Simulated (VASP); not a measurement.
Re, 3 atoms in the cell. It takes space group P6/mmm (No. 191, hexagonal). Conventional cell: a = 3.865 Å, b = 3.865 Å, c = 3.295 Å, α = 90.00°, β = 90.00°, γ = 120.00°. Within 3.0 Å of Re (site symmetry -6m2) lie 9 Re at 2.23 to 2.77 Å. Re (site symmetry 6/mmm) has 14 Re at 2.77 to 3.29 Å within 3.7 Å. 

- Program: VASP 6.6.1
- Task: single point
- Functional: PBE
- Potentials or basis: VASP PAW PBE potentials, release 64 (Re)
- Cutoff: 520 eV
- k mesh: 6 × 6 × 6
- Occupations: gaussian, width 0.1 eV
- Spin: no spin polarisation
- Dipole correction: no
- Further INCAR settings: ALGO = Normal; EDIFF = 1e-07; NBANDS = 18

Potentials or basis: VASP PAW PBE potentials, release 64 (Re).

Run with:

```sh
$ cat potpaw_PBE.64/Re/POTCAR > POTCAR
$ mpirun -np 1 vasp_std > vasp.out
```

Hardware: 1 thread of Intel(R) Xeon(R) Platinum 8488C (Sapphire Rapids) (shared host).

**Question.** Estimate the wall time of this run.

**Answer.** Run time: 19 s on 1 thread of Intel(R) Xeon(R) Platinum 8488C (Sapphire Rapids) (shared host), peak memory 0.16 GiB. Counts: scf iterations 16, k points 28.
